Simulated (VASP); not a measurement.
Here is a VASP 6.6.1 calculation.

File INCAR:

```
  PREC = Accurate
  ENCUT = 520
  EDIFF = 1E-6
  ISMEAR = 0
  SIGMA = 0.05
  LREAL = False
  LASPH = True
  NELM = 80
  ALGO = Normal
  ISIF = 2
  LWAVE = False
  LCHARG = True
  GGA = PE
  LELF = True
  LVHAR = True
  NBANDS = 16
```

Contents of KPOINTS:

```
regular mesh
0
Gamma
  6 6 4
```

File POSCAR:

```
SiC
1.0
    3.0759982064      0.0000000000      0.0000000000
   -1.5379991032      2.6638925888      0.0000000000
    0.0000000000      0.0000000000      5.0480000000
Si C
2 2
Direct
    0.2608134554      0.6135784315      0.0000000000
    0.6666666667      0.3333333333      0.5000000000
    0.3333333333      0.6666666667      0.3850000000
    0.6666666667      0.3333333333      0.8850000000
```

Potentials or basis: VASP PAW PBE potentials, release 64 (Si, C).

The run is started by

```bash
$ cat potpaw_PBE.64/Si/POTCAR potpaw_PBE.64/C/POTCAR > POTCAR
$ mpirun -np 1 vasp_std > vasp.out
```

Problem. What does it give for the largest force?

Solution. 5.689 eV/Å.

Problem. Estimate the pressure.

Solution. 6.9 GPa.

Forces in eV/Å, atoms in the order of the input:
```
Si   4.442  3.195  1.559
Si  -0.091 -0.079  0.791
C   -0.305 -0.309 -0.797
C   -4.045 -2.806 -1.553
```

Caveat: the cell differs from its parent crystal (atom 1 (Si) moved by (-0.200, +0.000) A along [1 1 0] and z); forces of over 1 eV/Å act on the atoms, so gaps and moduli don't describe the material at rest.
